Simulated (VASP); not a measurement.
# SiMo7S16 (a cell with a defect) in VASP: single point with PBE

Aim: the single point of SiMo7S16 (a cell with a defect) with PBE.

Program: VASP 6.6.1. These are calculated values, not measurements. Logs are shortened: lines on timing, memory, paths and dates and some standing lists are left out, and cuts for length are marked.

### 1 The cell of the first run

The cell holds a defect, 24 atoms: a = 6.338 Å, b = 6.338 Å, c = 12.324 Å, α = 90.00°, β = 90.00°, γ = 120.00°.

### 2 Single point, PBE

The input, INCAR:

```
SYSTEM = SiMo7S16
PREC = Accurate
ENCUT = 520
EDIFF = 1E-6
ISMEAR = -1
SIGMA = 0.01
LREAL = Auto
LASPH = .TRUE.
NELM = 100
ALGO = Normal
ISIF = 2
LWAVE = .FALSE.
LCHARG = .FALSE.
GGA = PE
NBANDS = 117
```

The input, KPOINTS:

```
regular mesh
0
G
  4 4 2
  0 0 0
```

The input, POSCAR:

```
SiMo7S16
1.0
    6.3380000000      0.0000000000      0.0000000000
   -3.1690000000      5.4888690092      0.0000000000
    0.0000000000      0.0000000000     12.3240000000
Si Mo S
1 7 16
Direct
    0.1666666667      0.3333333333      0.2500000000
    0.1617747375      0.8308873687      0.2500000000
    0.6691126313      0.3382252625      0.2500000000
    0.6691126313      0.8308873687      0.2500000000
    0.3333472285      0.1666527715      0.7500000000
    0.3333472285      0.6666944569      0.7500000000
    0.8333055431      0.1666527715      0.7500000000
    0.8333333333      0.6666666667      0.7500000000
    0.1666666667      0.3333333333      0.6234372780
    0.1668182252      0.8334091126      0.6232325533
    0.6665908874      0.3331817748      0.6232325533
    0.6665908874      0.8334091126      0.6232325533
    0.3291298339      0.1708701661      0.1279114912
    0.3291298339      0.6582596678      0.1279114912
    0.8417403322      0.1708701661      0.1279114912
    0.8333333333      0.6666666667      0.1218414504
    0.1666666667      0.3333333333      0.8765627220
    0.1668182252      0.8334091126      0.8767674467
    0.6665908874      0.3331817748      0.8767674467
    0.6665908874      0.8334091126      0.8767674467
    0.3291298339      0.1708701661      0.3720885088
    0.3291298339      0.6582596678      0.3720885088
    0.8417403322      0.1708701661      0.3720885088
    0.8333333333      0.6666666667      0.3781585496
```

Potentials or basis: VASP PAW PBE potentials, release 64 (Si, Mo_sv, S).

Launch:

```sh
cat potpaw_PBE.64/Si/POTCAR potpaw_PBE.64/Mo_sv/POTCAR potpaw_PBE.64/S/POTCAR > POTCAR
mpirun -np 1 vasp_std > vasp.out
```

OUTCAR:

```text
SYSTEM = SiMo7S16
   PREC = Accurate
   ENCUT = 520
   EDIFF = 1E-6
   ISMEAR = -1
   LREAL = Auto
   LASPH = .TRUE.
   NELM = 100
   ISIF = 2
   GGA = PE

 ion  position               nearest neighbor table
   1  0.167  0.333  0.250-  13 2.33  21 2.33  15 2.33  23 2.33  22 2.33  14 2.33   3 3.17   3 3.17
                             4 3.17   2 3.17   2 3.17   4 3.17
   2  0.162  0.831  0.250-  16 2.40  24 2.40  22 2.40  14 2.40  13 2.40  21 2.40   4 3.12   3 3.12
                             1 3.17   1 3.17   4 3.22   3 3.22
   3  0.669  0.338  0.250-  16 2.40  24 2.40  23 2.40  15 2.40  13 2.40  21 2.40   2 3.12   4 3.12
                             1 3.17   1 3.17   4 3.22   2 3.22
   4  0.669  0.831  0.250-  16 2.40  24 2.40  22 2.40  14 2.40  23 2.40  15 2.40   2 3.12   3 3.12
                             1 3.17   1 3.17   2 3.22   3 3.22
   5  0.333  0.167  0.750-   9 2.40  17 2.40  11 2.41  19 2.41  18 2.41  10 2.41   7 3.17   6 3.17
                             8 3.17   8 3.17   7 3.17   6 3.17
   6  0.333  0.667  0.750-   9 2.40  17 2.40  12 2.41  20 2.41  18 2.41  10 2.41   5 3.17   7 3.17
                             8 3.17   8 3.17   5 3.17   7 3.17
   7  0.833  0.167  0.750-   9 2.40  17 2.40  12 2.41  20 2.41  19 2.41  11 2.41   5 3.17   6 3.17
                             8 3.17   8 3.17   5 3.17   6 3.17
   8  0.833  0.667  0.750-  12 2.41  20 2.41  18 2.41  10 2.41  19 2.41  11 2.41   6 3.17   7 3.17
                             5 3.17   5 3.17   6 3.17   7 3.17
   9  0.167  0.333  0.623-   5 2.40   7 2.40   6 2.40
  10  0.167  0.833  0.623-   5 2.41   6 2.41   8 2.41
  11  0.667  0.333  0.623-   5 2.41   7 2.41   8 2.41
  12  0.667  0.833  0.623-   6 2.41   7 2.41   8 2.41
  13  0.329  0.171  0.128-   1 2.33   3 2.40   2 2.40
  14  0.329  0.658  0.128-   1 2.33   2 2.40   4 2.40
[... 8 lines left out ...]
  23  0.842  0.171  0.372-   1 2.33   3 2.40   4 2.40
  24  0.833  0.667  0.378-   4 2.40   2 2.40   3 2.40

  LATTYP: Found a hexagonal cell.
 ALAT       =     6.3380000000
 C/A-ratio  =     1.9444619754

  Lattice vectors:

 A1 = (   6.3380000000,   0.0000000000,   0.0000000000)
 A2 = (  -3.1690000000,   5.4888690092,   0.0000000000)
 A3 = (   0.0000000000,   0.0000000000,  12.3240000000)

Analysis of symmetry for initial positions (statically):
=====================================================================
 Subroutine PRICEL returns:
 Original cell was already a primitive cell.

 Routine SETGRP: Setting up the symmetry group for a
 hexagonal supercell.

 Subroutine GETGRP returns: Found 12 space group operations
 (whereof  2 operations were pure point group operations)
 out of a pool of 24 trial point group operations.

The static configuration has the point symmetry C_1h.
 The point group associated with its full space group is D_3h.

Analysis of symmetry for dynamics (positions and initial velocities):
=====================================================================
 Subroutine PRICEL returns:
 Original cell was already a primitive cell.

 Routine SETGRP: Setting up the symmetry group for a
 hexagonal supercell.

 Subroutine GETGRP returns: Found 12 space group operations
 (whereof  2 operations were pure point group operations)
 out of a pool of 24 trial point group operations.

The dynamic configuration has the point symmetry C_1h.
 The point group associated with its full space group is D_3h.

 Subroutine INISYM returns: Found 12 space group operations
 (whereof  2 operations are pure point group operations),
 and found     1 'primitive' translations

----------------------------------------------------------------------------------------

                                     Primitive cell

  volume of cell :     428.7329

  direct lattice vectors                    reciprocal lattice vectors
     6.338000000  0.000000000  0.000000000     0.157778479  0.091093447  0.000000000
    -3.169000000  5.488869009  0.000000000     0.000000000  0.182186895  0.000000000
     0.000000000  0.000000000 12.324000000     0.000000000  0.000000000  0.081142486

  length of vectors
     6.338000000  6.338000000 12.324000000     0.182186895  0.182186895  0.081142486

  position of ions in fractional coordinates (direct lattice)
     0.166666667  0.333333333  0.250000000
     0.161774737  0.830887369  0.250000000
     0.669112631  0.338225263  0.250000000
     0.669112631  0.830887369  0.250000000
     0.333347229  0.166652771  0.750000000
     0.333347229  0.666694457  0.750000000
[... 16 lines left out ...]
     0.841740332  0.170870166  0.372088509
     0.833333333  0.666666667  0.378158550

  ion indices of the primitive-cell ions
   primitive index   ion index
                 1           1
                 2           2
                 3           3
                 4           4
                 5           5
                 6           6
[... 16 lines left out ...]
                23          23
                24          24

----------------------------------------------------------------------------------------

 KPOINTS: regular mesh

Automatic generation of k-mesh.
 Grid dimensions read from file:
 generate k-points for:    4    4    2

 Generating k-lattice:

  Cartesian coordinates                     Fractional coordinates (reciprocal lattice)
     0.039444620  0.022773362  0.000000000     0.250000000 -0.000000000  0.000000000
     0.000000000  0.045546724  0.000000000     0.000000000  0.250000000  0.000000000
     0.000000000  0.000000000  0.040571243     0.000000000  0.000000000  0.500000000

  Length of vectors
     0.045546724  0.045546724  0.040571243

  Shift w.r.t. Gamma in fractional coordinates (k-lattice)
     0.000000000  0.000000000  0.000000000

 Subroutine IBZKPT returns following result:
 ===========================================

 Found      8 irreducible k-points:

 Following reciprocal coordinates:
            Coordinates               Weight
  0.000000  0.000000  0.000000      1.000000
  0.250000  0.000000  0.000000      6.000000
  0.500000  0.000000  0.000000      3.000000
  0.250000  0.250000  0.000000      6.000000
  0.000000  0.000000  0.500000      1.000000
  0.250000  0.000000  0.500000      6.000000
  0.500000  0.000000  0.500000      3.000000
  0.250000  0.250000  0.500000      6.000000
   k-points           NKPTS =      8   k-points in BZ     NKDIM =      8   number of bands    NBANDS=    117
   number of dos      NEDOS =    301   number of ions     NIONS =     24
   total plane-waves  NPLWV = 221184
   dimension x,y,z NGX =    48 NGY =   48 NGZ =   96
   dimension x,y,z NGXF=    96 NGYF=   96 NGZF=  192
   ions per type =               1   7  16
   NGX,Y,Z   is equivalent  to a cutoff of  12.59, 12.59, 12.95 a.u.
   NGXF,Y,Z  is equivalent  to a cutoff of  25.18, 25.18, 25.90 a.u.
 SYSTEM =  SiMo7S16
   PREC   = accura    normal or accurate (medium, high low for compatibility)
   ISTART =      0    job   : 0-new  1-cont  2-samecut
   ICHARG =      2    charge: 1-file 2-atom 10-const
   ISPIN  =      1    spin polarized calculation?
   LNONCOLLINEAR =      F non collinear calculations
   LSORBIT =      F    spin-orbit coupling
   LASPH  =      T    aspherical Exc in radial PAW
   ENCUT  =  520.0 eV  38.22 Ry    6.18 a.u.  11.78 11.78 22.91*2*pi/ulx,y,z
   NELM   =    100;   NELMIN=  2; NELMDL= -5     # of ELM steps
   EDIFF  = 0.1E-05   stopping-criterion for ELM
   LREAL  =      T    real-space projection
   EDIFFG = 0.1E-04   stopping-criterion for IOM
   NSW    =      0    number of steps for IOM
[... 5 lines left out ...]
   TEBEG  =    0.0;   TEEND  =   0.0 temperature during run
   PSTRESS=    0.0 pullay stress
   NELECT =     198.0000    total number of electrons
   NUPDOWN=      -1.0000    fix difference up-down
   EMIN   =  10.00;   EMAX   =-10.00  energy-range for DOS
   EFERMI =   0.00;   METHOD = LEGACY
   ISMEAR =    -1;   SIGMA  =   0.01  broadening in eV -4-tet -1-fermi 0-gaus
   EFERMI_NEDOS =   21; number of points for ismear=-14 and -15
   IALGO  =     38    algorithm
   IMIX   =      4    mixing-type and parameters
     AMIX     =   0.40;   BMIX     =  1.00
     AMIX_MAG =   1.60;   BMIX_MAG =  1.00
  volume/ion in A,a.u.               =      17.86       120.55
  Fermi-wavevector in a.u.,A,eV,Ry     =   1.265419  2.391295 21.786803  1.601285
  Thomas-Fermi vector in A             =   2.398673
   LORBIT       =      0    0 simple, 1 ext, 2 COOP (PROOUT), +10 PAW based schemes
   GGA     = PE    functional components
   LHFCALC =     F    Hartree Fock is set to
   AEXX    =    0.0000 exact exchange contribution
   IVDW    =     0    specifies the selected vdW correction
   LEPSILON=     F    determine dielectric tensor
   LRPA    =     F    only Hartree local field effects (RPA)
 non-spin polarized calculation
  energy-cutoff  :      520.00
  volume of cell :      428.73
 maximum number of plane-waves:     11595
 NGX is ok and might be reduce to    48
   NGX = 23   NGY = 23   NGZ = 45

 number of electron     197.9999993 magnetization

 Free energy of the ion-electron system (eV)
  ---------------------------------------------------
  ext. energy  EPLUGINS =         0.00000000
  ---------------------------------------------------
  free energy    TOTEN  =      -164.81467577 eV

  energy without entropy =     -164.81275031  energy(sigma->0) =     -164.81371304

 E-fermi :   6.9278     XC(G=0): -10.6992

 val. band max:        6.9138934460   @ k =   0.0000   0.0000   0.0000
 cond. band min:       6.9881761148   @ k =   0.0000   0.0000   0.5000
 fundamental gap:      0.0742826688
 Fermi energy:         6.9277697533

 k-point     1 :       0.0000    0.0000    0.0000
  band No.  band energies     occupation
      1     -54.2449      2.00000
      2     -54.2069      2.00000
      3     -54.2042      2.00000
      4     -54.2042      2.00000
      5     -54.0759      2.00000
      6     -54.0451      2.00000
[... 103 lines left out ...]
    110       9.4197      0.00000
    111       9.4197      0.00000

 k-point     2 :       0.2500    0.0000    0.0000
  band No.  band energies     occupation
      1     -54.2391      2.00000
      2     -54.2112      2.00000
      3     -54.2057      2.00000
      4     -54.2042      2.00000
      5     -54.0721      2.00000
      6     -54.0489      2.00000
[... 676 lines left out ...]
 k-point     8 :       0.2500    0.2500    0.5000
  band No.  band energies     occupation
      1     -54.2293      2.00000
      2     -54.2160      2.00000
      3     -54.2142      2.00000
      4     -54.2009      2.00000
      5     -54.0663      2.00000
      6     -54.0547      2.00000
[... 103 lines left out ...]
    110       9.1456      0.00000
    111       9.1820      0.00000
 [bands above 111 left out]

------------------------ aborting loop because EDIFF is reached ----------------------------------------

  FORCE on cell =-STRESS in cart. coord.  units (eV):
  Direction    XX          YY          ZZ          XY          YZ          ZX
  --------------------------------------------------------------------------------------
  -------------------------------------------------------------------------------------
  Total       10.9489414     10.9489414      5.9471800      0.0000000      0.0000000      0.0000000
  in kB       40.9162594     40.9162594     22.2246471      0.0000000      0.0000000      0.0000000
  external PRESSURE =      34.6857220 kB  Pullay stress =       0.0000000 kB

 VOLUME and BASIS-vectors are now :
 -----------------------------------------------------------------------------
  energy-cutoff  :      520.00
  volume of cell :      428.73
      direct lattice vectors                 reciprocal lattice vectors
     6.338000000  0.000000000  0.000000000     0.157778479  0.091093447  0.000000000
    -3.169000000  5.488869009  0.000000000     0.000000000  0.182186895  0.000000000
     0.000000000  0.000000000 12.324000000     0.000000000  0.000000000  0.081142486

 POSITION                                       TOTAL-FORCE (eV/Angst)
 -----------------------------------------------------------------------------------
      0.00000      1.82962      3.08100        -0.000000      0.000000      0.000000
     -1.60775      4.56063      3.08100        -0.010464     -0.006042      0.000000
      3.16900      1.85647      3.08100        -0.000000      0.012083      0.000000
      1.60775      4.56063      3.08100         0.010464     -0.006042      0.000000
      1.58463      0.91474      9.24300        -0.003327      0.001921      0.000000
      0.00000      3.65940      9.24300        -0.000000     -0.003842      0.000000
[... 16 lines left out ...]
      4.79346      0.93788      4.58562         0.004024      0.002323     -0.012456
      3.16900      3.65925      4.66043        -0.000000      0.000000     -0.015124
 -----------------------------------------------------------------------------------
    total drift:                                0.000001     -0.000000      0.000000

  FREE ENERGIE OF THE ION-ELECTRON SYSTEM (eV)
  ---------------------------------------------------
  free  energy   TOTEN  =      -164.8146757718 eV

  energy  without entropy=     -164.8127503108  energy(sigma->0) =     -164.81371304
```

Run time: 12 min. Hardware: 1 thread of Intel Xeon Platinum 8375C at 2.90GHz (Ice Lake), shared host; peak memory 0.63 GiB.

What came out:

| Item | Value |
| --- | --- |
| Free energy | -164.8147 eV |
| Pressure | 3.5 GPa |
| Largest force | 0.015 eV/Å |

Forces in eV/Å, atoms in the order of the input:
```
Si   0.000  0.000  0.000
Mo  -0.010 -0.006  0.000
Mo   0.000  0.012  0.000
Mo   0.010 -0.006  0.000
Mo  -0.003  0.002  0.000
Mo   0.000 -0.004  0.000
Mo   0.003  0.002  0.000
Mo   0.000  0.000  0.000
S    0.000  0.000  0.012
S    0.001  0.000  0.012
S    0.000 -0.001  0.012
S   -0.001  0.000  0.012
S   -0.004  0.002  0.012
S    0.000 -0.005  0.012
S    0.004  0.002  0.012
S    0.000  0.000  0.015
S    0.000  0.000 -0.012
S    0.001  0.000 -0.012
S    0.000 -0.001 -0.012
S   -0.001  0.000 -0.012
S   -0.004  0.002 -0.012
S    0.000 -0.005 -0.012
S    0.004  0.002 -0.012
S    0.000  0.000 -0.015
```

Stress tensor (GPa, compression positive):
```
4.09 0.00 0.00
0.00 4.09 0.00
0.00 0.00 2.22
```
